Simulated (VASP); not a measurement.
A run of VASP 6.6.1:

INCAR

```
SYSTEM = Ta2C
PREC = Accurate ; ENCUT = 600
EDIFF = 1E-6 ; ISMEAR = -1
SIGMA = 0.01 ; LREAL = .False.
LASPH = .True. ; NELM = 60
ALGO = Normal ; ISIF = 3
LWAVE = .False. ; LCHARG = .False.
GGA = B5 ; ALDAX = 1.0
AGGAX = 1.0 ; AGGAC = 1.0
ALDAC = 0.0 ; IVDW = 12
VDW_S6 = 1.0 ; VDW_S8 = 2.6996
VDW_A1 = 0.4298 ; VDW_A2 = 4.2359
IBRION = 2 ; NSW = 80
EDIFFG = -0.1
```

File KPOINTS:

```
regular mesh
0
Gamma
  4 4 2
  0 0 0
```

The input POSCAR:

```
Ta2C
1.0
    3.1059000000      0.0000000000      0.0000000000
   -1.5529500000      2.6897900000      0.0000000000
    0.0000000000      0.0000000000      4.9464000000
Ta C
2 1
Direct
    0.3333333333      0.6666666667      0.2520100000
    0.6666666667      0.3333333333      0.7479900000
    0.0000000000      0.0000000000      0.0000000000
```

Potentials or basis: VASP PAW PBE potentials, release 64 (Ta_pv, C).

The run is started by

```bash
$ cat potpaw_PBE.64/Ta_pv/POTCAR potpaw_PBE.64/C/POTCAR > POTCAR
$ mpirun -np 1 vasp_std > vasp.out
```

Hardware: 1 thread of Intel(R) Xeon(R) Platinum 8488C (Sapphire Rapids), with other jobs on the host.

**Question.** Estimate the wall time of this run.

**Answer.** Wall time 47 s on 1 thread of Intel(R) Xeon(R) Platinum 8488C (Sapphire Rapids) (shared host), peak memory 0.19 GiB. Counts: scf iterations 29, k points 8, ion steps 3.
